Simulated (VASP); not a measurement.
Write the native input for VASP 6.6.1 that does the following.

| Quantity | Value |
| --- | --- |
| Task | relaxation of cell and atoms |
| Functional | PBE |
| Potentials or basis | VASP PAW PBE potentials, release 64 (Ti_sv, Nb_sv, B) |
| Cutoff | 600 eV |
| k mesh | 6 × 6 × 4 |
| Occupations | gaussian, width 0.1 eV |
| Spin | no spin polarisation |
| Dipole correction | no |
| Further INCAR settings | ALGO = Normal; EDIFF = 1e-06; IBRION = 2; EDIFFG = -0.04; NSW = 90; ISIF = 3 |

The structure of Ti2NbB3 lies in POSCAR:

```
Ti2NbB3
1.0
    3.1556050200      0.0000000000      0.0000000000
    0.0000000000      3.1556050200      0.0000000000
    0.0000000000      0.0000000000      6.6796374700
Ti Nb B
2 1 3
Direct
    0.0000000000      0.0000000000      0.5000000000
    0.0000000000      0.0000000000      0.0000000000
    0.5000000000      0.5000000000      0.0000000000
    0.5000000000      0.5000000000      0.7114587100
    0.5000000000      0.5000000000      0.2885412900
    0.5000000000      0.5000000000      0.5000000000
```

The cell was built from a structure type or drawn by symmetry, and may not be a known phase.

These files were run (other wordings do the same):

INCAR

```
SYSTEM = Ti2NbB3
PREC = Accurate
ENCUT = 600
EDIFF = 1E-6
ISMEAR = 0
SIGMA = 0.1
LREAL = .FALSE.
LASPH = .TRUE.
NELM = 80
ALGO = Normal
ISIF = 3
LWAVE = .FALSE.
LCHARG = .FALSE.
GGA = PE
IBRION = 2
NSW = 90
EDIFFG = -0.04
```

KPOINTS

```
regular mesh
0
G
  6 6 4
  0 0 0
```

Potentials or basis: VASP PAW PBE potentials, release 64 (Ti_sv, Nb_sv, B).

Command:

```console
$ cat potpaw_PBE.64/Ti_sv/POTCAR potpaw_PBE.64/Nb_sv/POTCAR potpaw_PBE.64/B/POTCAR > POTCAR
$ mpirun -np 1 vasp_std > vasp.out
```

Results of the run:

The relaxed volume is 14.86 Å³/atom and the relaxed cell is a = 3.433 Å, b = 3.433 Å, c = 7.565 Å, α = 90.00°, β = 90.00°, γ = 90.00°. The space group after relaxing (to 0.1 Å) is P4/mmm (No. 123). The energy gained by relaxing is 531.8 meV/atom and the ionic steps are 11. The pressure after relaxing is -0.1 GPa, the largest force after relaxing is 0.021 eV/Å and the band gap on the k mesh is zero (bands 23 and 24 overlap by 1.72 eV).

Caveat: the volume moved by over 15 % at a fixed basis, so the end points are rough.

Wall time 5.2 min on 1 thread of Intel(R) Xeon(R) 6975P-C (Granite Rapids), on a shared host, peak memory 0.24 GiB.
